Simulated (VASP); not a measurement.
# C (R-3m) in VASP: notebook

The runs below take C through single point, with LDA.

Everything below comes from runs of VASP 6.6.1. Logs are shortened: lines on timing, memory, paths and dates and some standing lists are left out, and cuts for length are marked.

### Step 1. The cell of the first run

Symmetry: R-3m, No. 166, trigonal system. The conventional cell has a = 2.445 Å, b = 2.445 Å, c = 10.009 Å, α = 90.00°, β = 90.00°, γ = 120.00°. Within 1.9 Å of C (site symmetry 3m) lie 3 C at 1.41 Å.

### Step 2. Single point, LDA

The input, INCAR:

```
  PREC = Accurate
  ENCUT = 520
  EDIFF = 1E-7
  ISMEAR = 0
  SIGMA = 0.01
  LREAL = F
  LASPH = T
  NELM = 80
  ALGO = Normal
  ISIF = 2
  LWAVE = F
  LCHARG = F
  NBANDS = 11
```

The input, KPOINTS:

```
regular mesh
0
Gamma
  12 12 12
```

The input, POSCAR:

```
C
1.0
    1.2224302368      0.7057704263      3.3362570191
   -1.2224302368      0.7057704263      3.3362570191
    0.0000000000     -1.4115408525      3.3362570191
C
2
Direct
    0.8333828132      0.8333828132      0.8333828132
    0.1666171868      0.1666171868      0.1666171868
```

Potentials or basis: VASP PAW LDA potentials, release 64 (C).

Run with:

```bash
$ cat potpaw_LDA.64/C/POTCAR > POTCAR
$ mpirun -np 1 vasp_std > vasp.out
```

OUTCAR:

```text
PREC = Accurate
   ENCUT = 520
   EDIFF = 1E-7
   ISMEAR = 0
   LREAL = F
   LASPH = T
   NELM = 80
   ISIF = 2

 ion  position               nearest neighbor table
   1  0.833  0.833  0.833-   2 1.41   2 1.41   2 1.41
   2  0.167  0.167  0.167-   1 1.41   1 1.41   1 1.41

  LATTYP: Found a trigonal (rhomboedric) cell.
 ALAT       =     3.6225762209
 COS(alpha) =     0.7722580164

  Lattice vectors:

 A1 = (   1.2224302368,   0.7057704263,   3.3362570191)
 A2 = (  -1.2224302368,   0.7057704263,   3.3362570191)
 A3 = (   0.0000000000,  -1.4115408525,   3.3362570191)

Analysis of symmetry for initial positions (statically):
=====================================================================
 Subroutine PRICEL returns:
 Original cell was already a primitive cell.

 Routine SETGRP: Setting up the symmetry group for a
 trigonal (rhombohedral) supercell.

 Subroutine GETGRP returns: Found 12 space group operations
 (whereof 12 operations were pure point group operations)
 out of a pool of 12 trial point group operations.

The static configuration has the point symmetry D_3d.

Analysis of symmetry for dynamics (positions and initial velocities):
=====================================================================
 Subroutine PRICEL returns:
 Original cell was already a primitive cell.

 Routine SETGRP: Setting up the symmetry group for a
 trigonal (rhombohedral) supercell.

 Subroutine GETGRP returns: Found 12 space group operations
 (whereof 12 operations were pure point group operations)
 out of a pool of 12 trial point group operations.

The dynamic configuration has the point symmetry D_3d.

 Subroutine INISYM returns: Found 12 space group operations
 (whereof 12 operations are pure point group operations),
 and found     1 'primitive' translations

----------------------------------------------------------------------------------------

                                     Primitive cell

  volume of cell :      17.2702

  direct lattice vectors                    reciprocal lattice vectors
     1.222430237  0.705770426  3.336257019     0.409021296  0.236148555  0.099912366
    -1.222430237  0.705770426  3.336257019    -0.409021296  0.236148555  0.099912366
     0.000000000 -1.411540852  3.336257019     0.000000000 -0.472297111  0.099912366

  length of vectors
     3.622576221  3.622576221  3.622576221     0.482749461  0.482749461  0.482749461

  position of ions in fractional coordinates (direct lattice)
     0.833382813  0.833382813  0.833382813
     0.166617187  0.166617187  0.166617187

  ion indices of the primitive-cell ions
   primitive index   ion index
                 1           1
                 2           2

----------------------------------------------------------------------------------------

 KPOINTS: regular mesh

Automatic generation of k-mesh.
 Grid dimensions read from file:
 generate k-points for:   12   12   12

 Generating k-lattice:

  Cartesian coordinates                     Fractional coordinates (reciprocal lattice)
     0.034085108  0.019679046  0.008326031     0.083333333  0.000000000  0.000000000
    -0.034085108  0.019679046  0.008326031     0.000000000  0.083333333  0.000000000
     0.000000000 -0.039358093  0.008326031     0.000000000  0.000000000  0.083333333

  Length of vectors
     0.040229122  0.040229122  0.040229122

  Shift w.r.t. Gamma in fractional coordinates (k-lattice)
     0.000000000  0.000000000  0.000000000

 Subroutine IBZKPT returns following result:
 ===========================================

 Found    189 irreducible k-points:

 Following reciprocal coordinates:
            Coordinates               Weight
  0.000000  0.000000  0.000000      1.000000
  0.083333  0.000000 -0.000000      6.000000
  0.166667 -0.000000 -0.000000      6.000000
  0.250000  0.000000  0.000000      6.000000
  0.333333  0.000000 -0.000000      6.000000
  0.416667 -0.000000  0.000000      6.000000
[... 16 lines left out ...]
  0.500000  0.166667  0.000000     12.000000
 -0.416667  0.166667  0.000000     12.000000
 [... further k-points ...]
   k-points           NKPTS =    189   k-points in BZ     NKDIM =    189   number of bands    NBANDS=     11
   number of dos      NEDOS =    301   number of ions     NIONS =      2
   total plane-waves  NPLWV =  21952
   dimension x,y,z NGX =    28 NGY =   28 NGZ =   28
   dimension x,y,z NGXF=    56 NGYF=   56 NGZF=   56
   ions per type =               2
   NGX,Y,Z   is equivalent  to a cutoff of  12.85, 12.85, 12.85 a.u.
   NGXF,Y,Z  is equivalent  to a cutoff of  25.70, 25.70, 25.70 a.u.
 SYSTEM =  unknown system
   PREC   = accura    normal or accurate (medium, high low for compatibility)
   ISTART =      0    job   : 0-new  1-cont  2-samecut
   ICHARG =      2    charge: 1-file 2-atom 10-const
   ISPIN  =      1    spin polarized calculation?
   LNONCOLLINEAR =      F non collinear calculations
   LSORBIT =      F    spin-orbit coupling
   LASPH  =      T    aspherical Exc in radial PAW
   ENCUT  =  520.0 eV  38.22 Ry    6.18 a.u.   6.74  6.74  6.74*2*pi/ulx,y,z
   NELM   =     80;   NELMIN=  2; NELMDL= -5     # of ELM steps
   EDIFF  = 0.1E-06   stopping-criterion for ELM
   LREAL  =      F    real-space projection
   EDIFFG = 0.1E-05   stopping-criterion for IOM
   NSW    =      0    number of steps for IOM
   IBRION =     -1    ionic relax: 0-MD 1-quasi-New 2-CG
   NFREE  =      0    steps in history (QN), initial steepest desc. (CG)
   ISIF   =      2    stress and relaxation
   ISYM   =      2    0-nonsym 1-usesym 2-fastsym
   POTIM  = 0.5000    time-step for ionic-motion
   TEBEG  =    0.0;   TEEND  =   0.0 temperature during run
   PSTRESS=    0.0 pullay stress
   NELECT =       8.0000    total number of electrons
   NUPDOWN=      -1.0000    fix difference up-down
   EMIN   =  10.00;   EMAX   =-10.00  energy-range for DOS
   EFERMI =   0.00;   METHOD = LEGACY
   ISMEAR =     0;   SIGMA  =   0.01  broadening in eV -4-tet -1-fermi 0-gaus
   EFERMI_NEDOS =   21; number of points for ismear=-14 and -15
   IALGO  =     38    algorithm
   IMIX   =      4    mixing-type and parameters
     AMIX     =   0.40;   BMIX     =  1.00
     AMIX_MAG =   1.60;   BMIX_MAG =  1.00
  volume/ion in A,a.u.               =       8.64        58.27
  Fermi-wavevector in a.u.,A,eV,Ry     =   1.266695  2.393706 21.830769  1.604516
  Thomas-Fermi vector in A             =   2.399882
   LORBIT       =      0    0 simple, 1 ext, 2 COOP (PROOUT), +10 PAW based schemes
   GGA     = CA    functional components
   LHFCALC =     F    Hartree Fock is set to
   AEXX    =    0.0000 exact exchange contribution
   IVDW    =     0    specifies the selected vdW correction
   LEPSILON=     F    determine dielectric tensor
   LRPA    =     F    only Hartree local field effects (RPA)
 non-spin polarized calculation
 Gauss-broadening in eV      SIGMA  =   0.01
  energy-cutoff  :      520.00
  volume of cell :       17.27
 maximum number of plane-waves:       479
   NGX = 13   NGY = 13   NGZ = 13

 number of electron       8.0000000 magnetization

 Free energy of the ion-electron system (eV)
  ---------------------------------------------------
  ext. energy  EPLUGINS =         0.00000000
  ---------------------------------------------------
  free energy    TOTEN  =       -20.22311172 eV

  energy without entropy =      -20.22311172  energy(sigma->0) =      -20.22311172

 E-fermi :   4.4677     XC(G=0): -10.8404

 val. band max:        4.4045894796   @ k =  -0.3333   0.3333   0.0000
 cond. band min:       5.0936554942   @ k =  -0.3333   0.3333   0.0000
 fundamental gap:      0.6890660146
 Fermi energy:         4.4676760551

 k-point     1 :       0.0000    0.0000    0.0000
  band No.  band energies     occupation
      1     -14.8827      2.00000
      2      -1.9208      2.00000
      3       1.7742      2.00000
      4       1.7742      2.00000
      5       8.5912      0.00000
      6      13.2462      0.00000
      7      13.2462      0.00000
      8      16.3102      0.00000
      9      18.2754      0.00000
     10      27.4907      0.00000
     11      30.2757      0.00000

 k-point     2 :       0.0833    0.0000   -0.0000
  band No.  band energies     occupation
      1     -14.7131      2.00000
      2      -1.7486      2.00000
      3       1.1340      2.00000
      4       1.4298      2.00000
      5       8.8330      0.00000
      6      13.3355      0.00000
      7      13.9531      0.00000
      8      15.7239      0.00000
      9      18.5393      0.00000
     10      28.0056      0.00000
     11      29.0058      0.00000

 k-point     3 :       0.1667   -0.0000   -0.0000
  band No.  band energies     occupation
      1     -14.2064      2.00000
      2      -1.2352      2.00000
      3      -0.4904      2.00000
      4       0.6241      2.00000
      5       9.5558      0.00000
      6      13.3669      0.00000
      7      14.1876      0.00000
      8      15.8248      0.00000
      9      19.3573      0.00000
     10      26.3177      0.00000
     11      28.8039      0.00000

 k-point     4 :       0.2500    0.0000    0.0000
  band No.  band energies     occupation
      1     -13.3694      2.00000
      2      -2.5911      2.00000
      3      -0.3935      2.00000
      4      -0.2691      2.00000
      5      10.7246      0.00000
      6      12.0754      0.00000
      7      13.2485      0.00000
      8      18.4112      0.00000
      9      20.4038      0.00000
     10      24.1713      0.00000
     11      27.1200      0.00000

 k-point     5 :       0.3333    0.0000   -0.0000
  band No.  band energies     occupation
      1     -12.2149      2.00000
      2      -4.8137      2.00000
      3      -1.0131      2.00000
      4       0.7350      2.00000
      5       9.7756      0.00000
      6      12.3434      0.00000
      7      13.0639      0.00000
      8      20.3662      0.00000
      9      21.2856      0.00000
     10      23.4212      0.00000
     11      25.9020      0.00000
[... 211 lines left out ...]
 k-point    21 :       0.3333    0.1667   -0.0000
  band No.  band energies     occupation
      1     -12.8277      2.00000
      2      -2.8845      2.00000
      3      -1.6769      2.00000
      4      -0.2443      2.00000
      5      11.1157      0.00000
      6      12.1979      0.00000
      7      15.0061      0.00000
      8      16.8170      0.00000
      9      21.4186      0.00000
     10      22.7423      0.00000
     11      28.1066      0.00000

 k-point    22 :       0.4167    0.1667    0.0000
  band No.  band energies     occupation
      1     -11.6805      2.00000
      2      -4.6629      2.00000
      3      -2.7123      2.00000
      4       0.8609      2.00000
      5       9.3103      0.00000
      6      13.7547      0.00000
      7      15.4967      0.00000
      8      17.8084      0.00000
      9      19.9103      0.00000
     10      23.7021      0.00000
     11      27.0585      0.00000

 k-point    23 :       0.5000    0.1667    0.0000
  band No.  band energies     occupation
      1     -10.2575      2.00000
      2      -6.6340      2.00000
      3      -3.2746      2.00000
      4       2.1936      2.00000
      5       7.5462      0.00000
      6      15.0867      0.00000
      7      15.5471      0.00000
      8      17.9832      0.00000
      9      19.6974      0.00000
     10      23.4049      0.00000
     11      28.0891      0.00000

 k-point    24 :      -0.4167    0.1667    0.0000
  band No.  band energies     occupation
      1      -8.9668      2.00000
      2      -8.1321      2.00000
      3      -3.4591      2.00000
      4       3.2610      2.00000
      5       6.3835      0.00000
      6      15.2376      0.00000
      7      15.8807      0.00000
      8      16.9572      0.00000
      9      20.2454      0.00000
     10      24.0621      0.00000
     11      27.9547      0.00000

 [... further k-points ...]
[... 5 lines left out ...]
  --------------------------------------------------------------------------------------
  -------------------------------------------------------------------------------------
  Total        0.1496693      0.1496693     -0.0449728      0.0000000     -0.0000000     -0.0000000
  in kB       13.8849750     13.8849750     -4.1721758      0.0000000     -0.0000000     -0.0000000
  external PRESSURE =       7.8659247 kB  Pullay stress =       0.0000000 kB

 VOLUME and BASIS-vectors are now :
 -----------------------------------------------------------------------------
  energy-cutoff  :      520.00
  volume of cell :       17.27
      direct lattice vectors                 reciprocal lattice vectors
     1.222430237  0.705770426  3.336257019     0.409021296  0.236148555  0.099912366
    -1.222430237  0.705770426  3.336257019    -0.409021296  0.236148555  0.099912366
     0.000000000 -1.411540852  3.336257019     0.000000000 -0.472297111  0.099912366

 POSITION                                       TOTAL-FORCE (eV/Angst)
 -----------------------------------------------------------------------------------
      0.00000      0.00000      8.34114         0.000000      0.000000      0.013350
      0.00000      0.00000      1.66763         0.000000     -0.000000     -0.013350
 -----------------------------------------------------------------------------------
    total drift:                                0.000000      0.000000      0.000000

  FREE ENERGIE OF THE ION-ELECTRON SYSTEM (eV)
  ---------------------------------------------------
  free  energy   TOTEN  =       -20.2231117228 eV

  energy  without entropy=      -20.2231117228  energy(sigma->0) =      -20.22311172
```

Run time: 50 s. Hardware: 1 thread of Intel Xeon Platinum 8124M at 3.00GHz (Skylake/Cascade Lake), shared host; peak memory 0.15 GiB.

What came out:

| Item | Value |
| --- | --- |
| Free energy | -20.2231 eV |
| Pressure | 0.8 GPa |
| Largest force | 0.013 eV/Å |

Forces on the atoms (eV/Å):
```
C    0.000  0.000  0.013
C    0.000  0.000 -0.013
```

### Step 3. Single point, LDA

This run uses another cell than the first one, of 8.51 Å³/atom.

The input, INCAR:

```
SYSTEM = C
PREC = Accurate ; ENCUT = 520
EDIFF = 1E-6 ; ISMEAR = 0
SIGMA = 0.01 ; LREAL = .False.
LASPH = .True. ; NELM = 80
ALGO = Normal ; ISIF = 2
LWAVE = .False. ; LCHARG = .True.
LELF = .True. ; LVHAR = .True.
NBANDS = 11
```

The input, KPOINTS:

```
regular mesh
0
Gamma
  12 12 12
  0 0 0
```

The input, POSCAR:

```
C
1.0
    1.2163180856      0.7022415741      3.3195757340
   -1.2163180856      0.7022415741      3.3195757340
    0.0000000000     -1.4044831483      3.3195757340
C
2
Direct
    0.8334272876      0.8334272876      0.8334272876
    0.1665727124      0.1665727124      0.1665727124
```

Potentials or basis: VASP PAW LDA potentials, release 64 (C).

Run with:

```bash
$ cat potpaw_LDA.64/C/POTCAR > POTCAR
$ mpirun -np 1 vasp_std > vasp.out
```

OUTCAR:

```text
SYSTEM = C
   PREC = Accurate
   ENCUT = 520
   EDIFF = 1E-6
   ISMEAR = 0
   LREAL = .False.
   LASPH = .True.
   NELM = 80
   ISIF = 2

 ion  position               nearest neighbor table
   1  0.833  0.833  0.833-   2 1.40   2 1.40   2 1.40
   2  0.167  0.167  0.167-   1 1.40   1 1.40   1 1.40

  LATTYP: Found a trigonal (rhomboedric) cell.
 ALAT       =     3.6044633397
 COS(alpha) =     0.7722580164

  Lattice vectors:

 A1 = (   1.2163180856,   0.7022415741,   3.3195757340)
[... 513 lines left out ...]
      6      15.5470      0.00000
      7      16.0832      0.00000
      8      17.1596      0.00000
      9      20.4987      0.00000
     10      24.4885      0.00000
     11      28.3412      0.00000

 [... further k-points ...]
[... 5 lines left out ...]
  --------------------------------------------------------------------------------------
  -------------------------------------------------------------------------------------
  Total        0.8605533      0.8605533     -0.0327405      0.0000000      0.0000000      0.0000000
  in kB       81.0439877     81.0439877     -3.0833848      0.0000000      0.0000000      0.0000000
  external PRESSURE =      53.0015302 kB  Pullay stress =       0.0000000 kB

 VOLUME and BASIS-vectors are now :
 -----------------------------------------------------------------------------
  energy-cutoff  :      520.00
  volume of cell :       17.01
      direct lattice vectors                 reciprocal lattice vectors
     1.216318086  0.702241574  3.319575734     0.411076680  0.237335232  0.100414438
    -1.216318086  0.702241574  3.319575734    -0.411076680  0.237335232  0.100414438
     0.000000000 -1.404483148  3.319575734     0.000000000 -0.474670463  0.100414438

 POSITION                                       TOTAL-FORCE (eV/Angst)
 -----------------------------------------------------------------------------------
      0.00000     -0.00000      8.29987         0.000000      0.000000     -0.001069
      0.00000     -0.00000      1.65885         0.000000     -0.000000      0.001069
 -----------------------------------------------------------------------------------
    total drift:                                0.000000     -0.000000      0.000000

  FREE ENERGIE OF THE ION-ELECTRON SYSTEM (eV)
  ---------------------------------------------------
  free  energy   TOTEN  =       -20.2179660368 eV

  energy  without entropy=      -20.2179660368  energy(sigma->0) =      -20.21796604
```

Run time: 45 s. Hardware: 1 thread of Intel Xeon Platinum 8124M at 3.00GHz (Skylake/Cascade Lake), shared host; peak memory 0.15 GiB.

What came out:

```
Free energy : -20.2180 eV
Pressure    : 5.3 GPa
```

Stress tensor (GPa, compression positive):
```
 8.10  0.00  0.00
 0.00  8.10  0.00
 0.00  0.00 -0.31
```

Caveat: the stress differs along the axes, from -0 to 8 GPa.
